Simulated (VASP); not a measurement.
# C2N (P6_3/mmc) in VASP: a series of runs

C2N is run at these levels: PBE; tasks: single point.

All numbers are computed with VASP 6.6.1; they aren't measurements. Logs are shortened: lines on timing, memory, paths and dates and some standing lists are left out, and cuts for length are marked.

## (1) The cell of the first run

The structure is hexagonal, space group P6_3/mmc (No. 194). The conventional cell has a = 6.188 Å, b = 6.188 Å, c = 2.497 Å, α = 90.00°, β = 90.00°, γ = 120.00°. Within 1.7 Å of C (site symmetry -6m2) lie 2 N at 1.25 Å. C (site symmetry -3m) has 2 C at 1.25 Å within 1.7 Å. Within 1.7 Å of N (site symmetry -6m2) lie 2 C at 1.25 Å.

The cell was generated, and may not be a known phase.

## (2) Single point, PBE

Contents of INCAR:

```
SYSTEM = C2N
ALGO     = Normal         ! electronic algorithm
EDIFF    = 1E-6           ! SCF threshold, eV
ENCUT    = 520            ! plane-wave cutoff, eV
GGA      = PE             ! functional
ISIF     = 2              ! what is computed and relaxed
ISMEAR   = 0              ! smearing method
LASPH    = .True.         ! aspherical terms in the spheres
LCHARG   = .False.        ! write CHGCAR
LREAL    = .False.        ! projectors in reciprocal space
LWAVE    = .False.        ! write WAVECAR
NBANDS   = 22             ! bands
NELM     = 100            ! most SCF steps
PREC     = Accurate       ! precision mode
SIGMA    = 0.1            ! smearing width, eV
```

Contents of KPOINTS:

```
k-points
0
Gamma
  3 3 6
  0 0 0
```

Contents of POSCAR:

```
C2N
1.0
    6.1876127497      0.0000000000      0.0000000000
   -3.0938063749      5.3586298300      0.0000000000
    0.0000000000      0.0000000000      2.4971314789
C N
4 2
Direct
    0.6666666667      0.3333333333      0.2500000000
    0.3333333333      0.6666666667      0.7500000000
    0.0000000000      0.0000000000      0.0000000000
    0.0000000000      0.0000000000      0.5000000000
    0.6666666667      0.3333333333      0.7500000000
    0.3333333333      0.6666666667      0.2500000000
```

Potentials or basis: VASP PAW PBE potentials, release 64 (C, N).

On the command line:

```console
$ cat potpaw_PBE.64/C/POTCAR potpaw_PBE.64/N/POTCAR > POTCAR
$ mpirun -np 1 vasp_std > vasp.out
```

OUTCAR:

```text
SYSTEM = C2N
   EDIFF = 1E-6
   ENCUT = 520
   GGA = PE
   ISIF = 2
   ISMEAR = 0
   LASPH = .True.
   LREAL = .False.
   NELM = 100
   PREC = Accurate

 ion  position               nearest neighbor table
   1  0.667  0.333  0.250-   5 1.25   5 1.25
   2  0.333  0.667  0.750-   6 1.25   6 1.25
   3  0.000  0.000  0.000-   4 1.25   4 1.25
   4  0.000  0.000  0.500-   3 1.25   3 1.25
   5  0.667  0.333  0.750-   1 1.25   1 1.25
   6  0.333  0.667  0.250-   2 1.25   2 1.25

  LATTYP: Found a hexagonal cell.
 ALAT       =     6.1876127497
 C/A-ratio  =     0.4035694508

  Lattice vectors:

 A1 = (   6.1876127497,   0.0000000000,   0.0000000000)
 A2 = (  -3.0938063749,   5.3586298300,   0.0000000000)
 A3 = (   0.0000000000,   0.0000000000,   2.4971314789)

Analysis of symmetry for initial positions (statically):
=====================================================================
 Subroutine PRICEL returns:
 Original cell was already a primitive cell.

 Routine SETGRP: Setting up the symmetry group for a
 hexagonal supercell.

 Subroutine GETGRP returns: Found 24 space group operations
 (whereof 12 operations were pure point group operations)
 out of a pool of 24 trial point group operations.

The static configuration has the point symmetry D_3d.
 The point group associated with its full space group is D_6h.

Analysis of symmetry for dynamics (positions and initial velocities):
=====================================================================
 Subroutine PRICEL returns:
 Original cell was already a primitive cell.

 Routine SETGRP: Setting up the symmetry group for a
 hexagonal supercell.

 Subroutine GETGRP returns: Found 24 space group operations
 (whereof 12 operations were pure point group operations)
 out of a pool of 24 trial point group operations.

The dynamic configuration has the point symmetry D_3d.
 The point group associated with its full space group is D_6h.

 Subroutine INISYM returns: Found 24 space group operations
 (whereof 12 operations are pure point group operations),
 and found     1 'primitive' translations

----------------------------------------------------------------------------------------

                                     Primitive cell

  volume of cell :      82.7977

  direct lattice vectors                    reciprocal lattice vectors
     6.187612750  0.000000000  0.000000000     0.161613217  0.093307434  0.000000000
    -3.093806375  5.358629830  0.000000000     0.000000000  0.186614868  0.000000000
     0.000000000  0.000000000  2.497131479     0.000000000  0.000000000  0.400459491

  length of vectors
     6.187612750  6.187612750  2.497131479     0.186614868  0.186614868  0.400459491

  position of ions in fractional coordinates (direct lattice)
     0.666666667  0.333333333  0.250000000
     0.333333333  0.666666667  0.750000000
     0.000000000  0.000000000  0.000000000
     0.000000000  0.000000000  0.500000000
     0.666666667  0.333333333  0.750000000
     0.333333333  0.666666667  0.250000000

  ion indices of the primitive-cell ions
   primitive index   ion index
                 1           1
                 2           2
                 3           3
                 4           4
                 5           5
                 6           6

----------------------------------------------------------------------------------------

 KPOINTS: k-points

Automatic generation of k-mesh.
 Grid dimensions read from file:
 generate k-points for:    3    3    6

 Generating k-lattice:

  Cartesian coordinates                     Fractional coordinates (reciprocal lattice)
     0.053871072  0.031102478  0.000000000     0.333333333  0.000000000  0.000000000
     0.000000000  0.062204956  0.000000000     0.000000000  0.333333333  0.000000000
     0.000000000  0.000000000  0.066743248     0.000000000  0.000000000  0.166666667

  Length of vectors
     0.062204956  0.062204956  0.066743248

  Shift w.r.t. Gamma in fractional coordinates (k-lattice)
     0.000000000  0.000000000  0.000000000

 Subroutine IBZKPT returns following result:
 ===========================================

 Found     12 irreducible k-points:

 Following reciprocal coordinates:
            Coordinates               Weight
  0.000000  0.000000  0.000000      1.000000
  0.333333 -0.000000  0.000000      6.000000
  0.333333  0.333333  0.000000      2.000000
  0.000000  0.000000  0.166667      2.000000
  0.333333 -0.000000  0.166667     12.000000
  0.333333  0.333333  0.166667      4.000000
  0.000000  0.000000  0.333333      2.000000
  0.333333 -0.000000  0.333333     12.000000
  0.333333  0.333333  0.333333      4.000000
  0.000000  0.000000  0.500000      1.000000
  0.333333 -0.000000  0.500000      6.000000
  0.333333  0.333333  0.500000      2.000000
   k-points           NKPTS =     12   k-points in BZ     NKDIM =     12   number of bands    NBANDS=     22
   number of dos      NEDOS =    301   number of ions     NIONS =      6
   total plane-waves  NPLWV =  46080
   dimension x,y,z NGX =    48 NGY =   48 NGZ =   20
   dimension x,y,z NGXF=    96 NGYF=   96 NGZF=   40
   ions per type =               4   2
   NGX,Y,Z   is equivalent  to a cutoff of  12.90, 12.90, 13.31 a.u.
   NGXF,Y,Z  is equivalent  to a cutoff of  25.79, 25.79, 26.63 a.u.
 SYSTEM =  C2N
   PREC   = accura    normal or accurate (medium, high low for compatibility)
   ISTART =      0    job   : 0-new  1-cont  2-samecut
   ICHARG =      2    charge: 1-file 2-atom 10-const
   ISPIN  =      1    spin polarized calculation?
   LNONCOLLINEAR =      F non collinear calculations
   LSORBIT =      F    spin-orbit coupling
   LASPH  =      T    aspherical Exc in radial PAW
   ENCUT  =  520.0 eV  38.22 Ry    6.18 a.u.  11.50 11.50  4.64*2*pi/ulx,y,z
   NELM   =    100;   NELMIN=  2; NELMDL= -5     # of ELM steps
   EDIFF  = 0.1E-05   stopping-criterion for ELM
   LREAL  =      F    real-space projection
   EDIFFG = 0.1E-04   stopping-criterion for IOM
   NSW    =      0    number of steps for IOM
   IBRION =     -1    ionic relax: 0-MD 1-quasi-New 2-CG
   NFREE  =      0    steps in history (QN), initial steepest desc. (CG)
   ISIF   =      2    stress and relaxation
   ISYM   =      2    0-nonsym 1-usesym 2-fastsym
   POTIM  = 0.5000    time-step for ionic-motion
   TEBEG  =    0.0;   TEEND  =   0.0 temperature during run
   PSTRESS=    0.0 pullay stress
   NELECT =      26.0000    total number of electrons
   NUPDOWN=      -1.0000    fix difference up-down
   EMIN   =  10.00;   EMAX   =-10.00  energy-range for DOS
   EFERMI =   0.00;   METHOD = LEGACY
   ISMEAR =     0;   SIGMA  =   0.10  broadening in eV -4-tet -1-fermi 0-gaus
   EFERMI_NEDOS =   21; number of points for ismear=-14 and -15
   IALGO  =     38    algorithm
   IMIX   =      4    mixing-type and parameters
     AMIX     =   0.40;   BMIX     =  1.00
     AMIX_MAG =   1.60;   BMIX_MAG =  1.00
  volume/ion in A,a.u.               =      13.80        93.12
  Fermi-wavevector in a.u.,A,eV,Ry     =   1.112739  2.102771 16.846562  1.238187
  Thomas-Fermi vector in A             =   2.249316
   LORBIT       =      0    0 simple, 1 ext, 2 COOP (PROOUT), +10 PAW based schemes
   GGA     = PE    functional components
   LHFCALC =     F    Hartree Fock is set to
   AEXX    =    0.0000 exact exchange contribution
   IVDW    =     0    specifies the selected vdW correction
   LEPSILON=     F    determine dielectric tensor
   LRPA    =     F    only Hartree local field effects (RPA)
 non-spin polarized calculation
 Gauss-broadening in eV      SIGMA  =   0.10
  energy-cutoff  :      520.00
  volume of cell :       82.80
 maximum number of plane-waves:      2259
 NGX is ok and might be reduce to    48
   NGX = 23   NGY = 23   NGZ =  9

 number of electron      25.9999998 magnetization

 Free energy of the ion-electron system (eV)
  ---------------------------------------------------
  ext. energy  EPLUGINS =         0.00000000
  ---------------------------------------------------
  free energy    TOTEN  =       -47.05815907 eV

  energy without entropy =      -47.00363398  energy(sigma->0) =      -47.03089653

 E-fermi :   2.2672     XC(G=0):  -8.1716

 val. band max:        2.2664212198   @ k =   0.3333   0.3333   0.3333
 cond. band min:       2.2714730452   @ k =   0.3333  -0.0000   0.3333
 fundamental gap:      0.0050518254
 Fermi energy:         2.2671780864

 k-point     1 :       0.0000    0.0000    0.0000
  band No.  band energies     occupation
      1     -20.6870      2.00000
      2     -20.5564      2.00000
      3     -14.1891      2.00000
      4     -12.2650      2.00000
      5     -12.2519      2.00000
      6      -7.4437      2.00000
[... 14 lines left out ...]
     21      10.0976      0.00000
     22      10.1871      0.00000

 k-point     2 :       0.3333   -0.0000    0.0000
  band No.  band energies     occupation
      1     -20.6594      2.00000
      2     -20.5841      2.00000
      3     -14.1953      2.00000
      4     -12.2622      2.00000
      5     -12.2547      2.00000
      6      -7.5151      2.00000
[... 14 lines left out ...]
     21       9.6524      0.00000
     22       9.8669      0.00000

 k-point     3 :       0.3333    0.3333    0.0000
  band No.  band energies     occupation
      1     -20.6217      2.00000
      2     -20.6217      2.00000
      3     -14.1985      2.00000
      4     -12.2585      2.00000
      5     -12.2585      2.00000
      6      -7.5027      2.00000
[... 14 lines left out ...]
     21       8.9821      0.00000
     22      10.3127      0.00000

 k-point     4 :       0.0000    0.0000    0.1667
  band No.  band energies     occupation
      1     -20.3757      2.00000
      2     -20.2549      2.00000
      3     -13.8144      2.00000
      4     -12.9903      2.00000
      5     -12.9709      2.00000
      6      -7.4908      2.00000
[... 14 lines left out ...]
     21       9.9978      0.00000
     22      10.4928      0.00000

 k-point     5 :       0.3333   -0.0000    0.1667
  band No.  band energies     occupation
      1     -20.3501      2.00000
      2     -20.2804      2.00000
      3     -13.8192      2.00000
      4     -12.9865      2.00000
      5     -12.9756      2.00000
      6      -7.4908      2.00000
[... 14 lines left out ...]
     21       9.2777      0.00000
     22      10.1265      0.00000

 k-point     6 :       0.3333    0.3333    0.1667
  band No.  band energies     occupation
      1     -20.3152      2.00000
      2     -20.3152      2.00000
      3     -13.8216      2.00000
      4     -12.9813      2.00000
      5     -12.9813      2.00000
      6      -7.4908      2.00000
[... 14 lines left out ...]
     21       8.6040      0.00000
     22      10.3318      0.00000

 k-point     7 :       0.0000    0.0000    0.3333
  band No.  band energies     occupation
      1     -19.5624      2.00000
      2     -19.4750      2.00000
      3     -14.5229      2.00000
      4     -14.4962      2.00000
      5     -12.7289      2.00000
      6      -9.1652      2.00000
[... 14 lines left out ...]
     21      10.5348      0.00000
     22      11.7084      0.00000

 k-point     8 :       0.3333   -0.0000    0.3333
  band No.  band energies     occupation
      1     -19.5437      2.00000
      2     -19.4934      2.00000
      3     -14.5172      2.00000
      4     -14.5016      2.00000
      5     -12.7333      2.00000
      6      -9.1659      2.00000
[... 14 lines left out ...]
     21      10.2341      0.00000
     22      10.6612      0.00000

 k-point     9 :       0.3333    0.3333    0.3333
  band No.  band energies     occupation
      1     -19.5186      2.00000
      2     -19.5186      2.00000
      3     -14.5093      2.00000
      4     -14.5093      2.00000
      5     -12.7358      2.00000
      6      -9.1663      2.00000
[... 14 lines left out ...]
     21       9.9245      0.00000
     22      10.5559      0.00000

 k-point    10 :       0.0000    0.0000    0.5000
  band No.  band energies     occupation
      1     -18.9197      2.00000
      2     -18.9197      2.00000
      3     -15.4350      2.00000
      4     -15.4350      2.00000
      5     -11.0834      2.00000
      6     -11.0834      2.00000
[... 14 lines left out ...]
     21      13.5449      0.00000
     22      13.5449      0.00000

 k-point    11 :       0.3333   -0.0000    0.5000
  band No.  band energies     occupation
      1     -18.9195      2.00000
      2     -18.9195      2.00000
      3     -15.4352      2.00000
      4     -15.4352      2.00000
      5     -11.0856      2.00000
      6     -11.0856      2.00000
[... 14 lines left out ...]
     21      12.0088      0.00000
     22      12.0088      0.00000

 k-point    12 :       0.3333    0.3333    0.5000
  band No.  band energies     occupation
      1     -18.9193      2.00000
      2     -18.9193      2.00000
      3     -15.4353      2.00000
      4     -15.4353      2.00000
      5     -11.0867      2.00000
      6     -11.0867      2.00000
[... 14 lines left out ...]
     21      11.7306      0.00000
     22      11.7306      0.00000

------------------------ aborting loop because EDIFF is reached ----------------------------------------

  FORCE on cell =-STRESS in cart. coord.  units (eV):
  Direction    XX          YY          ZZ          XY          YZ          ZX
  --------------------------------------------------------------------------------------
  -------------------------------------------------------------------------------------
  Total        0.0778455      0.0778455     -0.1091837     -0.0000000     -0.0000000      0.0000000
  in kB        1.5063502      1.5063502     -2.1127601     -0.0000000     -0.0000000      0.0000000
  external PRESSURE =       0.2999801 kB  Pullay stress =       0.0000000 kB

 VOLUME and BASIS-vectors are now :
 -----------------------------------------------------------------------------
  energy-cutoff  :      520.00
  volume of cell :       82.80
      direct lattice vectors                 reciprocal lattice vectors
     6.187612750  0.000000000  0.000000000     0.161613217  0.093307434  0.000000000
    -3.093806375  5.358629830  0.000000000     0.000000000  0.186614868  0.000000000
     0.000000000  0.000000000  2.497131479     0.000000000  0.000000000  0.400459491

 POSITION                                       TOTAL-FORCE (eV/Angst)
 -----------------------------------------------------------------------------------
      3.09381      1.78621      0.62428         0.000000      0.000000      0.000000
     -0.00000      3.57242      1.87285         0.000000     -0.000000     -0.000000
      0.00000      0.00000      0.00000        -0.000000      0.000000      0.000000
      0.00000      0.00000      1.24857        -0.000000      0.000000      0.000000
      3.09381      1.78621      1.87285        -0.000000      0.000000      0.000000
     -0.00000      3.57242      0.62428         0.000000      0.000000      0.000000
 -----------------------------------------------------------------------------------
    total drift:                               -0.000000      0.000000      0.000000

  FREE ENERGIE OF THE ION-ELECTRON SYSTEM (eV)
  ---------------------------------------------------
  free  energy   TOTEN  =       -47.0581590725 eV

  energy  without entropy=      -47.0036339842  energy(sigma->0) =      -47.03089653
```

Wall time 31 s (1 thread of AMD EPYC 9R45 (Zen 5), shared host); peak memory 0.16 GiB.

What came out:

```yaml
Free_energy: -47.0582 eV
Pressure: 0.0 GPa
Band_gap_on_the_k_mesh: zero (bands 13 and 14 overlap by 6.37 eV)
```

Caveat: the k points lie up to 0.42 Å⁻¹ apart, too coarse for converged energies and pressures of a metal.

## (3) Single point, PBE

This run uses another cell than the first one, of 12.41 Å³/atom.

Contents of INCAR:

```
SYSTEM = C2N
  PREC = Accurate
  ENCUT = 520
  EDIFF = 1E-6
  ISMEAR = 0
  SIGMA = 0.1
  LREAL = .FALSE.
  LASPH = .TRUE.
  NELM = 100
  ALGO = Normal
  ISIF = 2
  LWAVE = .FALSE.
  LCHARG = .TRUE.
  GGA = PE
  LELF = .TRUE.
  LVHAR = .TRUE.
  NBANDS = 22
```

Contents of KPOINTS:

```
Automatic mesh
0
G
  6 6 4
  0 0 0
```

Contents of POSCAR:

```
C2N
1.0
    4.1071505500      0.0000000000      0.0000000000
   -2.0535752800      3.5568967200      0.0000000000
    0.0000000000      0.0000000000      5.0982360600
C N
4 2
Direct
    0.6666666700      0.3333333300      0.2500000000
    0.3333333300      0.6666666700      0.7500000000
    0.0000000000      0.0000000000      0.0000000000
    0.0000000000      0.0000000000      0.5000000000
    0.6666666700      0.3333333300      0.7500000000
    0.3333333300      0.6666666700      0.2500000000
```

Potentials or basis: VASP PAW PBE potentials, release 64 (C, N).

On the command line:

```console
$ cat potpaw_PBE.64/C/POTCAR potpaw_PBE.64/N/POTCAR > POTCAR
$ mpirun -np 1 vasp_std > vasp.out
```

Wall time 24 s (1 thread of AMD EPYC 9R45 (Zen 5), shared host); peak memory 0.16 GiB.

It converged, with:

```yaml
Free_energy: -23.2185 eV
Pressure: -30.9 GPa
Band_gap_on_the_k_mesh: zero (bands 13 and 14 overlap by 1.72 eV)
```

Stress tensor (GPa, compression positive):
```
-30.66   0.00   0.00
  0.00 -30.66   0.00
  0.00   0.00 -31.31
```

Levels at points of the mesh, in eV from the Fermi level:
```csv
k point,band 11,band 12,band 13,band 14,band 15,band 16
"(0.00, 0.00, 0.00)",-2.13,-1.48,-1.22,-1.22,-0.94,0.78
"(0.50, 0.00, 0.00)",-1.84,-0.37,0.05,0.52,1.07,1.68
"(0.00, 0.00, 0.50)",-1.50,-1.50,-1.02,-1.02,-1.02,-1.02
"(0.50, 0.00, 0.50)",-0.94,-0.94,0.29,0.29,1.01,1.01
```

Caveat: the cell stands under tension.

(Part 1 of 2 ends here.)

The gap in the log of VASP goes by the Fermi energy; the results here count the filled bands.